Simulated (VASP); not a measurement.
Set up this calculation in VASP 6.6.1, as the native input.

* Task: single point
* Functional: PBE
* Potentials or basis: VASP PAW PBE potentials, release 64 (Mg)
* Cutoff: 520 eV
* k mesh: 8 × 8 × 11
* Occupations: fermi-dirac, width 0.1 eV
* Spin: no spin polarisation
* Dipole correction: no
* Further INCAR settings: ALGO = Normal; EDIFF = 1e-06; NBANDS = 10

The structure of Mg lies in POSCAR:

```
Mg
1.0
    4.8927743278      0.0000000000      0.0000000000
   -2.4463871639      4.2372668629      0.0000000000
    0.0000000000      0.0000000000      2.9667224172
Mg
3
Direct
    0.0000000000      0.0000000000      0.0000000000
    0.3333333333      0.6666666667      0.5000000000
    0.6666666667      0.3333333333      0.5000000000
```

This cell differs from its parent crystal: volume scaled by 0.88.

These files were run (other wordings do the same):

INCAR

```
SYSTEM = Mg
  PREC = Accurate
  ENCUT = 520
  EDIFF = 1E-6
  ISMEAR = -1
  SIGMA = 0.1
  LREAL = .FALSE.
  LASPH = .TRUE.
  NELM = 80
  ALGO = Normal
  ISIF = 2
  LWAVE = .FALSE.
  LCHARG = .FALSE.
  GGA = PE
  NBANDS = 10
```

KPOINTS

```
Automatic mesh
0
G
  8 8 11
  0 0 0
```

Potentials or basis: VASP PAW PBE potentials, release 64 (Mg).

Command:

```sh
$ cat potpaw_PBE.64/Mg/POTCAR > POTCAR
$ mpirun -np 1 vasp_std > vasp.out
```

It gave:

The pressure is 5.5 GPa. The band gap on the k mesh is zero (band 3 reaches 6.63 eV, above the bottom of band 4 at 2.33 eV).

Run time: 13 s on 1 thread of Intel(R) Xeon(R) 6975P-C (Granite Rapids), on a shared host, peak memory 0.18 GiB.
